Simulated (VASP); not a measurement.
# C in VASP: a series of runs

C is run at these levels: PBEsol; tasks: single point.

All numbers are computed with VASP 6.6.1; they aren't measurements. Logs are shortened: lines on timing, memory, paths and dates and some standing lists are left out, and cuts for length are marked.

## Step 1: The cell of the first run

The cell holds a slab with vacuum, 4 atoms: a = 2.456 Å, b = 2.456 Å, c = 24.134 Å, α = 90.00°, β = 90.00°, γ = 120.00°.

## Step 2: Single point, PBEsol

Contents of INCAR:

```
SYSTEM = C
PREC = Accurate
ENCUT = 520
EDIFF = 1E-6
ISMEAR = 1
SIGMA = 0.3
LREAL = .FALSE.
LASPH = .TRUE.
NELM = 60
ALGO = Normal
ISIF = 2
LWAVE = .FALSE.
LCHARG = .TRUE.
GGA = PS
LELF = .TRUE.
LVHAR = .TRUE.
NBANDS = 16
```

Contents of KPOINTS:

```
regular mesh
0
G
  12 12 2
  0 0 0
```

Contents of POSCAR:

```
C
1.0
    2.4562280000      0.0000000000      0.0000000000
   -1.2281140000      2.1271550000      0.0000000000
    0.0000000000      0.0000000000     24.1339600000
C
4
Direct
    0.0000000000      0.0000000000      0.5704690000
    0.0000000000      0.0000000000      0.4295310000
    0.3333333333      0.6666666667      0.4295250000
    0.6666666667      0.3333333333      0.5704750000
```

Potentials or basis: VASP PAW PBE potentials, release 64 (C).

Run with:

```sh
$ cat potpaw_PBE.64/C/POTCAR > POTCAR
$ mpirun -np 1 vasp_std > vasp.out
```

OUTCAR:

```text
SYSTEM = C
   PREC = Accurate
   ENCUT = 520
   EDIFF = 1E-6
   ISMEAR = 1
   LREAL = .FALSE.
   LASPH = .TRUE.
   NELM = 60
   ISIF = 2
   GGA = PS

 ion  position               nearest neighbor table
   1  0.000  0.000  0.570-   4 1.42   4 1.42   4 1.42
   2  0.000  0.000  0.430-   3 1.42   3 1.42   3 1.42
   3  0.333  0.667  0.430-   2 1.42   2 1.42   2 1.42
   4  0.667  0.333  0.570-   1 1.42   1 1.42   1 1.42

  LATTYP: Found a hexagonal cell.
 ALAT       =     2.4562280000
 C/A-ratio  =     9.8256187943

  Lattice vectors:

 A1 = (   2.4562280000,   0.0000000000,   0.0000000000)
 A2 = (  -1.2281140000,   2.1271550000,   0.0000000000)
 A3 = (   0.0000000000,   0.0000000000,  24.1339600000)

Analysis of symmetry for initial positions (statically):
=====================================================================
 Subroutine PRICEL returns:
 Original cell was already a primitive cell.

 Routine SETGRP: Setting up the symmetry group for a
 hexagonal supercell.

 Subroutine GETGRP returns: Found 12 space group operations
 (whereof 12 operations were pure point group operations)
 out of a pool of 24 trial point group operations.

The static configuration has the point symmetry D_3d.

Analysis of symmetry for dynamics (positions and initial velocities):
=====================================================================
 Subroutine PRICEL returns:
 Original cell was already a primitive cell.

 Routine SETGRP: Setting up the symmetry group for a
 hexagonal supercell.

 Subroutine GETGRP returns: Found 12 space group operations
 (whereof 12 operations were pure point group operations)
 out of a pool of 24 trial point group operations.

The dynamic configuration has the point symmetry D_3d.

 Subroutine INISYM returns: Found 12 space group operations
 (whereof 12 operations are pure point group operations),
 and found     1 'primitive' translations

----------------------------------------------------------------------------------------

                                     Primitive cell

  volume of cell :     126.0946

  direct lattice vectors                    reciprocal lattice vectors
     2.456228000  0.000000000  0.000000000     0.407128328  0.235055743  0.000000000
    -1.228114000  2.127155000  0.000000000     0.000000000  0.470111487  0.000000000
     0.000000000  0.000000000 24.133960000     0.000000000  0.000000000  0.041435388

  length of vectors
     2.456228000  2.456227268 24.133960000     0.470111347  0.470111487  0.041435388

  position of ions in fractional coordinates (direct lattice)
     0.000000000  0.000000000  0.570469000
     0.000000000  0.000000000  0.429531000
     0.333333333  0.666666667  0.429525000
     0.666666667  0.333333333  0.570475000

  ion indices of the primitive-cell ions
   primitive index   ion index
                 1           1
                 2           2
                 3           3
                 4           4

----------------------------------------------------------------------------------------

 KPOINTS: regular mesh

Automatic generation of k-mesh.
 Grid dimensions read from file:
 generate k-points for:   12   12    2

 Generating k-lattice:

  Cartesian coordinates                     Fractional coordinates (reciprocal lattice)
     0.033927361  0.019587979  0.000000000     0.083333333  0.000000000  0.000000000
     0.000000000  0.039175957  0.000000000     0.000000000  0.083333333  0.000000000
     0.000000000  0.000000000  0.020717694     0.000000000  0.000000000  0.500000000

  Length of vectors
     0.039175946  0.039175957  0.020717694

  Shift w.r.t. Gamma in fractional coordinates (k-lattice)
     0.000000000  0.000000000  0.000000000

 Subroutine IBZKPT returns following result:
 ===========================================

 Found     38 irreducible k-points:

 Following reciprocal coordinates:
            Coordinates               Weight
  0.000000  0.000000  0.000000      1.000000
  0.083333  0.000000  0.000000      6.000000
  0.166667  0.000000  0.000000      6.000000
  0.250000  0.000000  0.000000      6.000000
  0.333333  0.000000  0.000000      6.000000
  0.416667  0.000000  0.000000      6.000000
[... 16 lines left out ...]
  0.250000  0.000000  0.500000      6.000000
  0.333333  0.000000  0.500000      6.000000
 [... further k-points ...]
   k-points           NKPTS =     38   k-points in BZ     NKDIM =     38   number of bands    NBANDS=     16
   number of dos      NEDOS =    301   number of ions     NIONS =      4
   total plane-waves  NPLWV =  58320
   dimension x,y,z NGX =    18 NGY =   18 NGZ =  180
   dimension x,y,z NGXF=    36 NGYF=   36 NGZF=  360
   ions per type =               4
   NGX,Y,Z   is equivalent  to a cutoff of  12.18, 12.18, 12.40 a.u.
   NGXF,Y,Z  is equivalent  to a cutoff of  24.37, 24.37, 24.80 a.u.
 SYSTEM =  C
   PREC   = accura    normal or accurate (medium, high low for compatibility)
   ISTART =      0    job   : 0-new  1-cont  2-samecut
   ICHARG =      2    charge: 1-file 2-atom 10-const
   ISPIN  =      1    spin polarized calculation?
   LNONCOLLINEAR =      F non collinear calculations
   LSORBIT =      F    spin-orbit coupling
   LASPH  =      T    aspherical Exc in radial PAW
   ENCUT  =  520.0 eV  38.22 Ry    6.18 a.u.   4.57  4.57 44.87*2*pi/ulx,y,z
   NELM   =     60;   NELMIN=  2; NELMDL= -5     # of ELM steps
   EDIFF  = 0.1E-05   stopping-criterion for ELM
   LREAL  =      F    real-space projection
   EDIFFG = 0.1E-04   stopping-criterion for IOM
   NSW    =      0    number of steps for IOM
   IBRION =     -1    ionic relax: 0-MD 1-quasi-New 2-CG
   NFREE  =      0    steps in history (QN), initial steepest desc. (CG)
   ISIF   =      2    stress and relaxation
   ISYM   =      2    0-nonsym 1-usesym 2-fastsym
   POTIM  = 0.5000    time-step for ionic-motion
   TEBEG  =    0.0;   TEEND  =   0.0 temperature during run
   PSTRESS=    0.0 pullay stress
   NELECT =      16.0000    total number of electrons
   NUPDOWN=      -1.0000    fix difference up-down
   EMIN   =  10.00;   EMAX   =-10.00  energy-range for DOS
   EFERMI =   0.00;   METHOD = LEGACY
   ISMEAR =     1;   SIGMA  =   0.30  broadening in eV -4-tet -1-fermi 0-gaus
   EFERMI_NEDOS =   21; number of points for ismear=-14 and -15
   IALGO  =     38    algorithm
   IMIX   =      4    mixing-type and parameters
     AMIX     =   0.40;   BMIX     =  1.00
     AMIX_MAG =   1.60;   BMIX_MAG =  1.00
  volume/ion in A,a.u.               =      31.52       212.73
  Fermi-wavevector in a.u.,A,eV,Ry     =   0.822652  1.554586  9.207823  0.676756
  Thomas-Fermi vector in A             =   1.934024
   LORBIT       =      0    0 simple, 1 ext, 2 COOP (PROOUT), +10 PAW based schemes
   GGA     = PS    functional components
   LHFCALC =     F    Hartree Fock is set to
   AEXX    =    0.0000 exact exchange contribution
   IVDW    =     0    specifies the selected vdW correction
   LEPSILON=     F    determine dielectric tensor
   LRPA    =     F    only Hartree local field effects (RPA)
 non-spin polarized calculation
 Methfessel and Paxton  Order N= 1 SIGMA  =   0.30
  energy-cutoff  :      520.00
  volume of cell :      126.09
 maximum number of plane-waves:      3452
   NGX =  9   NGY =  9   NGZ = 89

 number of electron      15.9999997 magnetization

 Free energy of the ion-electron system (eV)
  ---------------------------------------------------
  ext. energy  EPLUGINS =         0.00000000
  ---------------------------------------------------
  free energy    TOTEN  =       -38.56476991 eV

  energy without entropy =      -38.56336543  energy(sigma->0) =      -38.56430175

 E-fermi :  -1.8147     XC(G=0):  -3.2880

 val. band max:       -1.8154368221   @ k =   0.3333   0.3333   0.5000
 cond. band min:      -1.4894325304   @ k =   0.3333   0.3333   0.0000
 fundamental gap:      0.3260042917
 Fermi energy:        -1.8147494711

 k-point     1 :       0.0000    0.0000    0.0000
  band No.  band energies     occupation
      1     -21.4480      2.00000
      2     -21.3095      2.00000
      3      -9.9919      2.00000
      4      -9.0610      2.00000
      5      -4.8024      2.00000
      6      -4.8024      2.00000
[... 8 lines left out ...]
     15       5.1214      0.00000
     16       6.5519      0.00000

 k-point     2 :       0.0833    0.0000    0.0000
  band No.  band energies     occupation
      1     -21.2820      2.00000
      2     -21.1449      2.00000
      3      -9.7909      2.00000
      4      -8.8659      2.00000
      5      -5.4596      2.00000
      6      -5.4448      2.00000
[... 8 lines left out ...]
     15       5.3455      0.00000
     16       6.6077      0.00000

 k-point     3 :       0.1667    0.0000    0.0000
  band No.  band energies     occupation
      1     -20.7856      2.00000
      2     -20.6528      2.00000
      3      -9.1924      2.00000
      4      -8.2866      2.00000
      5      -7.1140      2.00000
      6      -7.0853      2.00000
[... 8 lines left out ...]
     15       6.0101      0.00000
     16       6.5510      0.00000

 k-point     4 :       0.2500    0.0000    0.0000
  band No.  band energies     occupation
      1     -19.9645      2.00000
      2     -19.8387      2.00000
      3      -9.2353      2.00000
      4      -9.1907      2.00000
      5      -8.2135      2.00000
      6      -7.3439      2.00000
[... 8 lines left out ...]
     15       5.7436      0.00000
     16       6.2526      0.00000
[... 324 lines left out ...]
 k-point    22 :       0.1667    0.0000    0.5000
  band No.  band energies     occupation
      1     -20.7856      2.00000
      2     -20.6528      2.00000
      3      -9.1924      2.00000
      4      -8.2866      2.00000
      5      -7.1140      2.00000
      6      -7.0853      2.00000
[... 8 lines left out ...]
     15       6.5238      0.00000
     16       6.5860      0.00000

 k-point    23 :       0.2500    0.0000    0.5000
  band No.  band energies     occupation
      1     -19.9645      2.00000
      2     -19.8387      2.00000
      3      -9.2353      2.00000
      4      -9.1907      2.00000
      5      -8.2135      2.00000
      6      -7.3439      2.00000
[... 8 lines left out ...]
     15       6.1313      0.00000
     16       6.1676      0.00000

 k-point    24 :       0.3333    0.0000    0.5000
  band No.  band energies     occupation
      1     -18.8304      2.00000
      2     -18.7142      2.00000
      3     -11.4643      2.00000
      4     -11.4038      2.00000
      5      -7.5999      2.00000
      6      -7.5770      2.00000
[... 8 lines left out ...]
     15       6.3215      0.00000
     16       6.7275      0.00000

 [... further k-points ...]

------------------------ aborting loop because EDIFF is reached ----------------------------------------

  FORCE on cell =-STRESS in cart. coord.  units (eV):
  Direction    XX          YY          ZZ          XY          YZ          ZX
  --------------------------------------------------------------------------------------
  -------------------------------------------------------------------------------------
  Total        0.5312793      0.5312789      0.0624982      0.0000000      0.0000000      0.0000000
  in kB        6.7505179      6.7505125      0.7941118      0.0000000      0.0000000      0.0000000
  external PRESSURE =       4.7650474 kB  Pullay stress =       0.0000000 kB

 VOLUME and BASIS-vectors are now :
 -----------------------------------------------------------------------------
  energy-cutoff  :      520.00
  volume of cell :      126.09
      direct lattice vectors                 reciprocal lattice vectors
     2.456228000  0.000000000  0.000000000     0.407128328  0.235055743  0.000000000
    -1.228114000  2.127155000  0.000000000     0.000000000  0.470111487  0.000000000
     0.000000000  0.000000000 24.133960000     0.000000000  0.000000000  0.041435388

 POSITION                                       TOTAL-FORCE (eV/Angst)
 -----------------------------------------------------------------------------------
      0.00000      0.00000     13.76768        -0.000000      0.000000      0.002258
      0.00000      0.00000     10.36628         0.000000     -0.000000     -0.002258
     -0.00000      1.41810     10.36614         0.000000      0.000000     -0.022216
      1.22811      0.70905     13.76782        -0.000000      0.000000      0.022216
 -----------------------------------------------------------------------------------
    total drift:                                0.000000      0.000000      0.000000

  FREE ENERGIE OF THE ION-ELECTRON SYSTEM (eV)
  ---------------------------------------------------
  free  energy   TOTEN  =       -38.5647699075 eV

  energy  without entropy=      -38.5633654295  energy(sigma->0) =      -38.56430175
```

It took 48 s on 1 thread of Intel Xeon 6975P-C (Granite Rapids), shared host; peak memory 0.24 GiB.

Results:

```yaml
Free_energy: -38.5648 eV
Largest_force: 0.022 eV/Å
Band_gap_on_the_k_mesh: zero (filled and empty bands touch)
```

Forces on the atoms (eV/Å):
```
C    0.000  0.000  0.002
C    0.000  0.000 -0.002
C    0.000  0.000 -0.022
C    0.000  0.000  0.022
```

Caveat: the PAW data sets were made with another functional, which shifts forces and pressure a little.

## Step 3: Single point, PBEsol

Contents of INCAR:

```
PREC     = Accurate       # precision mode
ENCUT    = 520            # plane-wave cutoff, eV
EDIFF    = 1E-6           # SCF threshold, eV
ISMEAR   = 1              # smearing method
SIGMA    = 0.2            # smearing width, eV
LREAL    = False          # projectors in reciprocal space
LASPH    = True           # aspherical terms in the spheres
NELM     = 100            # most SCF steps
ALGO     = Normal         # electronic algorithm
ISIF     = 2              # what is computed and relaxed
LWAVE    = False          # write WAVECAR
LCHARG   = False          # write CHGCAR
GGA      = PS             # functional
NBANDS   = 16             # bands
```

Contents of KPOINTS:

```
regular mesh
0
Gamma
  12 12 2
```

POSCAR is that of step 2.

Potentials or basis: VASP PAW PBE potentials, release 64 (C).

Run with:

```sh
$ cat potpaw_PBE.64/C/POTCAR > POTCAR
$ mpirun -np 1 vasp_std > vasp.out
```

It took 48 s on 1 thread of Intel Xeon 6975P-C (Granite Rapids), shared host; peak memory 0.24 GiB.

The run converged. Its results:

```yaml
Free_energy: -38.5643 eV
Largest_force: 0.022 eV/Å
Band_gap_on_the_k_mesh: zero (filled and empty bands touch)
```

Forces on the atoms (eV/Å):
```
C    0.000  0.000  0.002
C    0.000  0.000 -0.002
C    0.000  0.000 -0.022
C    0.000  0.000  0.022
```

Levels at points of the mesh, in eV from the Fermi level:
```csv
k point,band 6,band 7,band 8,band 9,band 10,band 11
"(0.00, 0.00, 0.00)",-2.99,-2.98,-2.98,3.48,3.91,4.38
"(0.50, 0.00, 0.00)",-6.40,-2.56,-2.23,1.51,1.86,7.38
"(0.00, 0.00, 0.50)",-2.99,-2.98,-2.98,3.49,3.89,4.46
"(0.50, 0.00, 0.50)",-6.40,-2.56,-2.23,1.51,1.86,7.38
```

Caveat: the PAW data sets were made with another functional, which shifts forces and pressure a little.

[end of part 1 of 2]
